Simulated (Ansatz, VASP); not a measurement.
One calculation of FeGe, two programs

File INCAR:

```
SYSTEM = FeGe
PREC = Accurate
ENCUT = 520
EDIFF = 1E-6
ISMEAR = -1
SIGMA = 0.05
LREAL = .False.
LASPH = .True.
NELM = 150
ALGO = Normal
ISIF = 2
LWAVE = .False.
LCHARG = .False.
ISPIN = 2
MAGMOM = 0 0 0 0 3 3 3 3
LORBIT = 11
LMAXMIX = 4
GGA = PE
NBANDS = 58
```

Contents of KPOINTS:

```
regular mesh
0
Gamma
  6 6 6
  0 0 0
```

File POSCAR:

```
FeGe
1.0
    4.6890000000      0.0000000000      0.0000000000
    0.0000000000      4.6890000000      0.0000000000
    0.0000000000      0.0000000000      4.6890000000
Ge Fe
4 4
Direct
    0.1580000000      0.3420000000      0.6580000000
    0.3420000000      0.6580000000      0.1580000000
    0.6580000000      0.1580000000      0.3420000000
    0.8420000000      0.8420000000      0.8420000000
    0.8650000000      0.6350000000      0.3650000000
    0.6350000000      0.3650000000      0.8650000000
    0.3650000000      0.8650000000      0.6350000000
    0.1350000000      0.1350000000      0.1350000000
```

input.yaml

```yaml
crystal:
  lattice:
    - [4.689, 0.0, 0.0]
    - [0.0, 4.689, 0.0]
    - [0.0, 0.0, 4.689]
  atoms:
    - { symbol: Ge, position: [0.158, 0.342, 0.658] }
    - { symbol: Ge, position: [0.342, 0.658, 0.158] }
    - { symbol: Ge, position: [0.658, 0.158, 0.342] }
    - { symbol: Ge, position: [0.842, 0.842, 0.842] }
    - { symbol: Fe, position: [0.865, 0.635, 0.365], spin: 3.0 }
    - { symbol: Fe, position: [0.635, 0.365, 0.865], spin: 3.0 }
    - { symbol: Fe, position: [0.365, 0.865, 0.635], spin: 3.0 }
    - { symbol: Fe, position: [0.135, 0.135, 0.135], spin: 3.0 }
hamiltonian:
  xc: pbe
  pseudopotentials: { kind: paw }
magnetization:
  spin_polarized: true
kpoints:
  mp_grid: { grid: [6, 6, 6] }
  band_path:
    path:
      - [[0.0, 0.0, 0.0], [0.0, 0.5, 0.0], [0.5, 0.5, 0.0], [0.0, 0.0, 0.0], [0.5, 0.5, 0.5], [0.0, 0.5, 0.0]]
      - [[0.5, 0.5, 0.0], [0.5, 0.5, 0.5]]
    npoints: 10
scf:
  occupations: { method: fermi_dirac, width: 0.05 }
  n_extra_bands: 20
output:
  forces: true
  stress: true
  eigenvalues: true
  fatbands: true
```

Alike in both runs: functional PBE; k mesh 6 × 6 × 6; occupations fermi-dirac, width 0.05 eV; collinear spin.

|  | VASP | Ansatz |
| --- | --- | --- |
| version | VASP 6.6.1 | Ansatz 0.2.0 |
| potentials or method | VASP PAW PBE potentials, release 64 (Ge_d, Fe) | Ansatz PAW |
| plane-wave cutoff (eV) | 520 | 420 |
| valence electrons in the cell | 88 | 120 |
| task | single point | band structure |

|  | VASP | Ansatz | Ansatz less VASP |
| --- | --- | --- | --- |
| gap on the k mesh at the Fermi level (eV) | none | none | - |
| pressure (GPa) | -2.5 | -2.7 | -0.21 |
| rms of the force components (eV/Å) | 0.030 | 0.037 | +0.0064 |
| net moment per atom (μB) | 0.53 | 0.53 | -0.001 |
| size of the moment on the site where the two differ most (μB) | 0.08 | 0.05 | -0.026 |

Site moments also hang on the region over which each program counts them. Atom by atom the forces differ by 0.008 eV/Å (rms over components). A gap of «none» marks a metal or a gap that the smearing closes. The functional is the same, so the differences come from potentials, cutoffs and numerics. VASP's potentials hold 88 valence electrons a cell and Ansatz's 120, so a difference there can come from the potentials and not from the codes.
